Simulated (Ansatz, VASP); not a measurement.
Rb in VASP and in Ansatz

```
CELL_PARAMETERS angstrom
-3.77046 2.88330 2.88330
2.88330 -3.77046 2.88330
2.88330 2.88330 -3.77046
ATOMIC_POSITIONS crystal
Rb 0.00000 0.00000 0.00000
```

Alike in both runs: task single point; functional PBE; k mesh 14 × 14 × 14; occupations gaussian, width 0.15 eV; no spin polarisation.

|  | VASP | Ansatz |
| --- | --- | --- |
| version | VASP 6.6.1 | Ansatz 0.2.0 |
| potentials or method | VASP PAW PBE potentials, release 64 (Rb_sv), cutoff 520 eV | scalar-relativistic, plane waves, PAW |
| valence electrons in the cell | 9 | 9 |

|  | VASP | Ansatz | Ansatz less VASP |
| --- | --- | --- | --- |
| gap on the k mesh at the Fermi level (eV) | none | none | - |
| pressure (GPa) | 0.7 | 0.7 | 0.00 |
| traceless stress, the component that is largest in VASP (GPa) | 1.53 | 1.53 | -0.005 |

A gap of «none» marks a metal or a gap that the smearing closes. The functional is the same, so the differences come from potentials, cutoffs and numerics.
